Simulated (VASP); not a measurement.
A run of VASP 6.6.1:

File INCAR:

```
PREC = Accurate ; ENCUT = 520
EDIFF = 1E-6 ; ISMEAR = -1
SIGMA = 0.02 ; LREAL = F
LASPH = T ; NELM = 100
ALGO = Normal ; ISIF = 2
LWAVE = F ; LCHARG = F
GGA = PE ; NBANDS = 24
```

KPOINTS

```
regular mesh
0
Gamma
  6 6 4
```

The input POSCAR:

```
KScS2
1.0
    4.0103765230      0.0000000000      0.0000000000
    0.0000000000      4.0103765230      0.0000000000
    0.0000000000      0.0000000000      5.4267255483
K S Sc
1 2 1
Direct
    0.0000000000      0.0000000000      0.0000000000
    0.0000000000      0.0000000000      0.5000000000
    0.5000000000      0.5000000000      0.0000000000
    0.5000000000      0.5000000000      0.5000000000
```

Potentials or basis: VASP PAW PBE potentials, release 64 (K_sv, S, Sc_sv).

Launch:

```bash
$ cat potpaw_PBE.64/K_sv/POTCAR potpaw_PBE.64/S/POTCAR potpaw_PBE.64/Sc_sv/POTCAR > POTCAR
$ mpirun -np 1 vasp_std > vasp.out
```

Hardware: 1 thread of Intel(R) Xeon(R) Platinum 8375C CPU @ 2.90GHz (Ice Lake), with other jobs on the host.

Problem. How long does it take, and how much memory?

Solution. Run time: 81 s on 1 thread of Intel(R) Xeon(R) Platinum 8375C CPU @ 2.90GHz (Ice Lake), with other jobs on the host, peak memory 0.22 GiB. Counts: scf iterations 17, k points 30.
